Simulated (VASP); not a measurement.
# Cu3Ge in VASP: further runs

Runs on Cu3Ge. Level: PBEsol. Tasks: single point.

All numbers are computed with VASP 6.6.1; they aren't measurements. Logs are shortened: lines on timing, memory, paths and dates and some standing lists are left out, and cuts for length are marked.

### 1 The cell of the first run

The cell holds a disordered packing, 16 atoms: a = 5.814 Å, b = 6.039 Å, c = 6.264 Å, α = 91.97°, β = 92.72°, γ = 85.77°.

### 2 Single point, PBEsol

Contents of INCAR:

```
SYSTEM = Cu3Ge
PREC = Accurate ; ENCUT = 410
EDIFF = 1E-6 ; ISMEAR = -1
SIGMA = 0.0664 ; LREAL = Auto
LASPH = .True. ; NELM = 120
ALGO = Normal ; ISIF = 2
LWAVE = .False. ; LCHARG = .True.
GGA = PS ; LELF = .True.
LVHAR = .True. ; ISYM = -1
NBANDS = 108 ; GGA_COMPAT = .False.
```

Contents of KPOINTS:

```
explicit points
1
Reciprocal
  0.25000000   0.25000000   0.25000000 1
```

Contents of POSCAR:

```
Cu3Ge
1.0
    5.8084680000      0.2175700000     -0.1413800000
    0.2175700000      6.0343640000     -0.1031110000
   -0.1413800000     -0.1031110000      6.2614650000
Cu Ge
12 4
Direct
    0.3895885535      0.9292519779      0.8261918146
    0.6179714152      0.5712137189      0.7348929071
    0.1478980502      0.6369485791      0.7533314059
    0.6161572418      0.6459012222      0.1649621665
    0.8268007087      0.8856240861      0.8698308893
    0.6758990336      0.1926332608      0.6583542691
    0.7520855675      0.1669281916      0.2020902441
    0.4322031573      0.3359016613      0.9682510465
    0.3796671436      0.3517099560      0.3473545737
    0.1564913777      0.2165993841      0.6857595675
    0.2253901130      0.7163302533      0.1455384935
    0.9411944542      0.4112634229      0.9795547615
    0.9306998956      0.5081512152      0.4003042948
    0.4562408201      0.9115688367      0.4446614493
    0.0210375944      0.9094025002      0.4823234972
    0.1220689225      0.0834658700      0.0597121207
```

Potentials or basis: VASP PAW PBE potentials, release 64 (Cu, Ge_d).

Command:

```console
$ cat potpaw_PBE.64/Cu/POTCAR potpaw_PBE.64/Ge_d/POTCAR > POTCAR
$ mpirun -np 1 vasp_std > vasp.out
```

OUTCAR:

```text
SYSTEM = Cu3Ge
   PREC = Accurate
   ENCUT = 410
   EDIFF = 1E-6
   ISMEAR = -1
   LREAL = Auto
   LASPH = .True.
   NELM = 120
   ISIF = 2
   GGA = PS
   ISYM = -1

 ion  position               nearest neighbor table
   1  0.390  0.929  0.826-  10 2.29  16 2.31   3 2.36  14 2.44   2 2.52   5 2.54   8 2.61   6 2.66
                            11 2.67
   2  0.618  0.571  0.735-   6 2.32   8 2.42   5 2.43   1 2.52  12 2.52   4 2.72   3 2.74  13 2.84

   3  0.148  0.637  0.753-   1 2.36  12 2.42   5 2.43  15 2.45  11 2.51  10 2.56  13 2.62   8 2.71
                             2 2.74
   4  0.616  0.646  0.165-  11 2.28  13 2.41   8 2.49  14 2.50  12 2.57   9 2.65   2 2.72   5 2.77

   5  0.827  0.886  0.870-   6 2.40  16 2.41   3 2.43   2 2.43   1 2.54   7 2.67  15 2.74   4 2.77

   6  0.676  0.193  0.658-   2 2.32   5 2.40  14 2.51   8 2.55   1 2.66   9 2.69  15 2.78
   7  0.752  0.167  0.202-  16 2.38  12 2.42   8 2.49   9 2.55  13 2.62   5 2.67  15 2.74
   8  0.432  0.336  0.968-   9 2.41   2 2.42  10 2.46   4 2.49   7 2.49  16 2.54   6 2.55   1 2.61
                             3 2.71  11 2.74
   9  0.380  0.352  0.347-   8 2.41   7 2.55   4 2.65  11 2.65   6 2.69  10 2.72  13 2.74  14 2.75
                            16 2.83
  10  0.156  0.217  0.686-   1 2.29  15 2.38   8 2.46  12 2.49  16 2.52   3 2.56   9 2.72  13 2.77

  11  0.225  0.716  0.146-   4 2.28  16 2.33   3 2.51  14 2.56   9 2.65  15 2.66   1 2.67  12 2.71
                             8 2.74  13 2.79
  12  0.941  0.411  0.980-  16 2.23   3 2.42   7 2.42  10 2.49   2 2.52   4 2.57  13 2.68  11 2.71

  13  0.931  0.508  0.400-   4 2.41  15 2.55   3 2.62   7 2.62  12 2.68   9 2.74  10 2.77  11 2.79
                             2 2.84
  14  0.456  0.912  0.445-   1 2.44   4 2.50   6 2.51  15 2.55  11 2.56   9 2.75
  15  0.021  0.909  0.482-  10 2.38   3 2.45  13 2.55  14 2.55  11 2.66   5 2.74   7 2.74   6 2.78

  16  0.122  0.083  0.060-  12 2.23   1 2.31  11 2.33   7 2.38   5 2.41  10 2.52   8 2.54   9 2.83

IMPORTANT INFORMATION: All symmetrisations will be switched off!
NOSYMM: (Re-)initialisation of all symmetry stuff for point group C_1.

----------------------------------------------------------------------------------------

                                     Primitive cell

  volume of cell :     218.9945

  direct lattice vectors                    reciprocal lattice vectors
     5.808468000  0.217570000 -0.141380000     0.172485284 -0.006154169  0.003793267
     0.217570000  6.034364000 -0.103111000    -0.006154169  0.165983768  0.002594389
    -0.141380000 -0.103111000  6.261465000     0.003793267  0.002594389  0.159835406

  length of vectors
     5.814260530  6.039165296  6.263909652     0.172636717  0.166118078  0.159901460

  position of ions in fractional coordinates (direct lattice)
     0.389588553  0.929251978  0.826191815
     0.617971415  0.571213719  0.734892907
     0.147898050  0.636948579  0.753331406
     0.616157242  0.645901222  0.164962166
     0.826800709  0.885624086  0.869830889
     0.675899034  0.192633261  0.658354269
     0.752085568  0.166928192  0.202090244
     0.432203157  0.335901661  0.968251047
     0.379667144  0.351709956  0.347354574
     0.156491378  0.216599384  0.685759568
     0.225390113  0.716330253  0.145538493
     0.941194454  0.411263423  0.979554761
     0.930699896  0.508151215  0.400304295
     0.456240820  0.911568837  0.444661449
     0.021037594  0.909402500  0.482323497
     0.122068922  0.083465870  0.059712121

  ion indices of the primitive-cell ions
   primitive index   ion index
                 1           1
                 2           2
                 3           3
                 4           4
                 5           5
                 6           6
                 7           7
                 8           8
                 9           9
                10          10
                11          11
                12          12
                13          13
                14          14
                15          15
                16          16

----------------------------------------------------------------------------------------

 KPOINTS: explicit points

Read explicit list of k-points.

 Found      1 k-points:

 Following reciprocal coordinates:
            Coordinates               Weight
  0.250000  0.250000  0.250000      1.000000
   k-points           NKPTS =      1   k-points in BZ     NKDIM =      1   number of bands    NBANDS=    108
   number of dos      NEDOS =    301   number of ions     NIONS =     16
   total plane-waves  NPLWV =  67200
   dimension x,y,z NGX =    40 NGY =   40 NGZ =   42
   dimension x,y,z NGXF=    80 NGYF=   80 NGZF=   84
   ions per type =              12   4
   NGX,Y,Z   is equivalent  to a cutoff of  11.44, 11.01, 11.15 a.u.
   NGXF,Y,Z  is equivalent  to a cutoff of  22.87, 22.02, 22.29 a.u.
 SYSTEM =  Cu3Ge
[... 87 lines left out ...]
     22      -3.0450      2.00000
     23      -2.3634      2.00000
     24      -1.0175      2.00000
     25       0.0663      2.00000
     26       1.0542      2.00000
     27       1.2755      2.00000
     28       1.6845      2.00000
     29       1.8682      2.00000
     30       2.1896      2.00000
     31       2.3568      2.00000
     32       2.5668      2.00000
     33       2.6464      2.00000
     34       2.6808      2.00000
     35       2.7430      2.00000
     36       2.8703      2.00000
     37       2.9358      2.00000
     38       2.9695      2.00000
     39       3.0399      2.00000
     40       3.1122      2.00000
     41       3.1695      2.00000
     42       3.2000      2.00000
     43       3.2652      2.00000
     44       3.2915      2.00000
     45       3.3892      2.00000
     46       3.4278      2.00000
     47       3.4793      2.00000
     48       3.5217      2.00000
     49       3.5666      2.00000
     50       3.6485      2.00000
     51       3.7000      2.00000
     52       3.7354      2.00000
     53       3.7901      2.00000
     54       3.7992      2.00000
     55       3.8537      2.00000
     56       3.9319      2.00000
     57       3.9897      2.00000
     58       4.0443      2.00000
     59       4.0860      2.00000
     60       4.1174      2.00000
     61       4.1822      2.00000
     62       4.2249      2.00000
     63       4.2965      2.00000
     64       4.3186      2.00000
     65       4.3480      2.00000
     66       4.3877      2.00000
     67       4.4251      2.00000
     68       4.4607      2.00000
     69       4.4687      2.00000
     70       4.5160      2.00000
     71       4.5673      2.00000
     72       4.6454      2.00000
     73       4.6855      2.00000
     74       4.7051      2.00000
     75       4.7312      2.00000
     76       4.7662      2.00000
     77       4.7852      2.00000
     78       4.8816      2.00000
     79       4.8874      2.00000
     80       4.9352      2.00000
     81       4.9644      2.00000
     82       4.9874      2.00000
     83       5.0342      2.00000
     84       5.0932      2.00000
     85       5.1520      2.00000
     86       5.2357      2.00000
     87       5.2825      2.00000
     88       5.4349      2.00000
     89       5.6007      2.00000
     90       5.8215      2.00000
     91       5.9079      2.00000
     92       6.2463      1.99964
     93       6.5319      1.97366
     94       6.7673      1.36746
     95       6.8657      0.65924
     96       7.8438      0.00000
     97       8.2410      0.00000
     98       8.5458      0.00000
     99       9.1416      0.00000
    100       9.7692      0.00000
    101      10.1676      0.00000
    102      10.3875      0.00000
    103      10.7276      0.00000
    104      11.0756      0.00000
    105      11.2309      0.00000
    106      11.6249      0.00000
 [bands above 106 left out]

------------------------ aborting loop because EDIFF is reached ----------------------------------------

  FORCE on cell =-STRESS in cart. coord.  units (eV):
  Direction    XX          YY          ZZ          XY          YZ          ZX
  --------------------------------------------------------------------------------------
  -------------------------------------------------------------------------------------
  Total       -5.5359328      1.2265943     -3.5905181      2.7778279      1.1036747      4.2443798
  in kB      -40.5012286      8.9738403    -26.2684540     20.3227618      8.0745525     31.0521468
  external PRESSURE =     -19.2652807 kB  Pullay stress =       0.0000000 kB

 VOLUME and BASIS-vectors are now :
 -----------------------------------------------------------------------------
  energy-cutoff  :      410.00
  volume of cell :      218.99
      direct lattice vectors                 reciprocal lattice vectors
     5.808468000  0.217570000 -0.141380000     0.172485284 -0.006154169  0.003793267
     0.217570000  6.034364000 -0.103111000    -0.006154169  0.165983768  0.002594389
    -0.141380000 -0.103111000  6.261465000     0.003793267  0.002594389  0.159835406

 POSITION                                       TOTAL-FORCE (eV/Angst)
 -----------------------------------------------------------------------------------
      2.34828      5.60702      5.02228         1.530033     -0.412210      0.346394
      3.60985      3.50559      4.45524         0.035073      0.789746     -0.069783
      0.89114      3.79808      4.63037         0.194652     -1.066161     -0.179303
      3.69614      4.01465      0.87919         1.043472     -0.194348     -0.419194
      4.87215      5.43438      5.23820        -0.094454     -0.443753      0.388686
      3.87477      1.24159      4.00684         0.179472     -0.368838     -0.595885
      4.37621      1.15010      1.14184        -0.701987     -0.307898      0.541052
      2.44663      2.02115      5.96693        -0.189380      0.145590     -0.386867
      2.23270      2.16913      2.08501        -0.146253     -0.043001      0.584571
      0.85915      1.27038      4.24940        -0.373879      1.406943     -1.006552
      1.44445      4.35663      0.80556        -1.080890     -0.664200     -0.071787
      5.41789      2.58549      5.95798        -0.859056      1.533188     -0.018472
      5.45990      3.22759      2.32251         0.622046     -0.747393      0.480708
      2.78552      5.55415      2.62574         1.014791      0.067117      0.079638
      0.25186      5.44251      2.92331        -1.399949      0.733536     -0.257563
      0.71875      0.52407      0.34802         0.226310     -0.428317      0.584356
 -----------------------------------------------------------------------------------
    total drift:                               -0.001225      0.005591      0.006317

  FREE ENERGIE OF THE ION-ELECTRON SYSTEM (eV)
  ---------------------------------------------------
  free  energy   TOTEN  =       -68.2289253491 eV

  energy  without entropy=      -68.0523273655  energy(sigma->0) =      -68.14062636
```

Wall time 1.8 min (1 thread of Intel Xeon Platinum 8375C at 2.90GHz (Ice Lake), shared host); peak memory 0.24 GiB.

Results:

| Property | Result |
| --- | --- |
| Free energy | -68.2289 eV |
| Pressure | -1.9 GPa |
| Largest force | 1.770 eV/Å |

Forces on the atoms (eV/Å):
```
Cu   1.530 -0.412  0.346
Cu   0.035  0.790 -0.070
Cu   0.195 -1.066 -0.179
Cu   1.043 -0.194 -0.419
Cu  -0.094 -0.444  0.389
Cu   0.179 -0.369 -0.596
Cu  -0.702 -0.308  0.541
Cu  -0.189  0.146 -0.387
Cu  -0.146 -0.043  0.585
Cu  -0.374  1.407 -1.007
Cu  -1.081 -0.664 -0.072
Cu  -0.859  1.533 -0.018
Ge   0.622 -0.747  0.481
Ge   1.015  0.067  0.080
Ge  -1.400  0.734 -0.258
Ge   0.226 -0.428  0.584
```

Stress tensor (GPa, compression positive):
```
-4.05  2.03  3.11
 2.03  0.90  0.81
 3.11  0.81 -2.63
```

Levels at points of the mesh, in eV from the Fermi level:
```csv
k point,band 92,band 93,band 94,band 95,band 96,band 97
"(0.25, 0.25, 0.25)",-0.57,-0.29,-0.05,0.05,1.03,1.42
```

Caveat: the atoms stand as in a frame of molecular dynamics; the PAW data sets were made with another functional, which shifts forces and pressure a little.

### 3 Single point, PBEsol

Contents of INCAR:

```
SYSTEM = Cu3Ge
  PREC = Accurate
  ENCUT = 410
  EDIFF = 1E-6
  ISMEAR = -1
  SIGMA = 0.0664
  LREAL = Auto
  LASPH = .True.
  NELM = 120
  ALGO = Normal
  ISIF = 2
  LWAVE = .False.
  LCHARG = .False.
  GGA = PS
  ISYM = -1
  NBANDS = 108
  GGA_COMPAT = .False.
```

KPOINTS is that of step 2.

Contents of POSCAR:

```
Cu3Ge
1.0
    5.8084680000      0.2175700000     -0.1413800000
    0.2175700000      6.0343640000     -0.1031110000
   -0.1413800000     -0.1031110000      6.2614650000
Cu Ge
12 4
Direct
    0.4481344943      0.9363500428      0.8853624901
    0.6383754353      0.5760007650      0.6515757149
    0.1893432385      0.6050603050      0.7145360902
    0.6313562092      0.7215569384      0.1503853488
    0.9111001363      0.8919381739      0.9102487955
    0.6820980728      0.1645498860      0.6879187105
    0.7443609539      0.1265298731      0.2065630605
    0.4756554275      0.3576519669      0.9755458214
    0.3371602940      0.3094732470      0.4118395325
    0.1823500361      0.1720127604      0.7193462003
    0.2238137204      0.6471835086      0.1134216230
    0.8841813765      0.4390225130      0.9823975081
    0.9168120430      0.4870633815      0.4258084137
    0.4402257055      0.8757919298      0.4625616995
   -0.0701944280      0.8937996543      0.4899695978
    0.1599611209      0.0900140496      0.1052582330
```

Potentials or basis: VASP PAW PBE potentials, release 64 (Cu, Ge_d).

Command:

```console
$ cat potpaw_PBE.64/Cu/POTCAR potpaw_PBE.64/Ge_d/POTCAR > POTCAR
$ mpirun -np 1 vasp_std > vasp.out
```

It took 2.1 min on 1 thread of Intel Xeon Platinum 8375C at 2.90GHz (Ice Lake), shared host; peak memory 0.24 GiB.

The run converged. Its results:

- Free energy: -68.1065 eV
- Pressure: -3.8 GPa
- Largest force: 2.478 eV/Å

Forces on the atoms (eV/Å):
```
Cu   0.615 -1.057 -0.197
Cu  -1.062  0.218  1.375
Cu   0.189 -0.280  0.290
Cu   0.644 -0.965  0.400
Cu  -0.968 -1.152 -0.892
Cu   0.086  0.573 -0.428
Cu  -0.319  0.258  0.277
Cu  -0.168  0.064 -0.017
Cu   0.442  0.383 -0.642
Cu  -0.981  0.795 -0.366
Cu  -0.451  0.407  0.371
Cu   0.416 -0.181 -0.150
Ge   1.311 -1.695 -1.245
Ge  -0.786  1.007  0.628
Ge   0.509  0.706 -0.087
Ge   0.524  0.919  0.683
```

Stress tensor (GPa, compression positive):
```
-4.91 -0.31  2.95
-0.31 -4.78  3.10
 2.95  3.10 -1.83
```

Levels at points of the mesh, in eV from the Fermi level:
| k point | band 91 | band 92 | band 93 | band 94 | band 95 | band 96 | band 97 | band 98 |
| --- | --- | --- | --- | --- | --- | --- | --- | --- |
| (0.25, 0.25, 0.25) | -0.93 | -0.53 | -0.41 | -0.09 | 0.08 | 0.83 | 1.01 | 1.52 |

Caveat: the atoms stand as in a frame of molecular dynamics; the PAW data sets were made with another functional, which shifts forces and pressure a little.

### 4 Single point, PBEsol

Contents of INCAR:

```
PREC     = Accurate       # precision mode
ENCUT    = 410            # plane-wave cutoff, eV
EDIFF    = 1E-6           # SCF threshold, eV
ISMEAR   = -1             # smearing method
SIGMA    = 0.0664         # smearing width, eV
LREAL    = Auto         
LASPH    = True           # aspherical terms in the spheres
NELM     = 120            # most SCF steps
ALGO     = Normal         # electronic algorithm
ISIF     = 2              # what is computed and relaxed
LWAVE    = False          # write WAVECAR
LCHARG   = True           # write CHGCAR
GGA      = PS             # functional
LELF     = True           # ELF
LVHAR    = True         
NBANDS   = 108            # bands
ISYM     = -1           
GGA_COMPAT= False
```

KPOINTS is that of step 3.

Contents of POSCAR:

```
Cu3Ge
1.0
    5.8084680000      0.2175700000     -0.1413800000
    0.2175700000      6.0343640000     -0.1031110000
   -0.1413800000     -0.1031110000      6.2614650000
Cu Ge
12 4
Direct
    0.4335896149      0.8700177257      0.8723098025
    0.6871583654      0.5739619753      0.6744821289
    0.2177059029      0.5601424326      0.7708159523
    0.6306936915      0.6835370809      0.1826728515
    0.8759536521      0.8897704528      0.8951132760
    0.6605463102      0.1515473970      0.6652657551
    0.7566150805      0.1363688896      0.2240717424
    0.5006462761      0.3829013982      0.9781208897
    0.3615755844      0.3221491311      0.4054477147
    0.1554131638      0.1857255167      0.6822513033
    0.1720503879      0.7210060178      0.1718804042
    0.9362855558      0.4179682106      0.9897583348
    0.9454732998      0.4406950158      0.3939130090
    0.3644282397      0.8754937688      0.4999925581
   -0.0982654915      0.8776733336      0.4853191705
    0.1786398747      0.1253091287      0.0786780498
```

Command:

```console
$ cat potpaw_PBE.64/Cu/POTCAR potpaw_PBE.64/Ge_d/POTCAR > POTCAR
$ mpirun -np 1 vasp_std > vasp.out
```

Run time: 1.9 min. Hardware: 1 thread of Intel Xeon Platinum 8375C at 2.90GHz (Ice Lake), shared host; peak memory 0.24 GiB.

It converged, with:

- Free energy: -68.5461 eV
- Pressure: -4.9 GPa
- Largest force: 1.484 eV/Å

Forces in eV/Å, atoms in the order of the input:
```
Cu   0.204  0.459  0.709
Cu  -0.425  0.295  0.113
Cu  -0.671  0.753 -0.783
Cu   0.521  0.488  0.487
Cu   0.196 -0.568  0.217
Cu  -0.299  0.605  0.233
Cu  -0.674 -0.152 -0.463
Cu  -0.011 -0.967  0.425
Cu   0.671  0.468 -0.799
Cu  -0.401 -0.265  0.566
Cu   0.145 -0.095 -0.225
Cu  -1.219  0.815 -0.230
Ge   0.021  0.194  0.450
Ge   0.716 -0.441 -0.731
Ge   0.216 -0.639  0.006
Ge   1.010 -0.948  0.024
```

Stress tensor (GPa, compression positive):
```
-8.40  1.38  5.79
 1.38 -4.23  1.73
 5.79  1.73 -2.21
```

Levels at points of the mesh, in eV from the Fermi level:
| k point | band 92 | band 93 | band 94 | band 95 | band 96 | band 97 |
| --- | --- | --- | --- | --- | --- | --- |
| (0.25, 0.25, 0.25) | -0.70 | -0.52 | -0.08 | 0.08 | 0.70 | 0.98 |

Caveat: the atoms stand as in a frame of molecular dynamics; the PAW data sets were made with another functional, which shifts forces and pressure a little.

### 5 Overview

| cell | pressure (GPa) | largest force (eV/Å) |
| --- | --- | --- |
| as given, atomic positions A | -1.9 | 1.77 |
| as given, atomic positions B | -3.8 | 2.48 |
| as given, atomic positions C | -4.9 | 1.48 |

Alike in all rows: task single point; level PBEsol; potentials or basis VASP PAW PBE potentials, release 64 (Cu, Ge_d); no spin polarisation; k mesh 1 × 1 × 1, shifted; cutoff (eV) 410; smearing fermi-dirac 0.0664 eV.

Caveats: the atoms stand as in a frame of molecular dynamics; the PAW data sets were made with another functional, which shifts forces and pressure a little.

Total energies depend on the potentials used, so only differences within one code and one set of settings carry meaning.
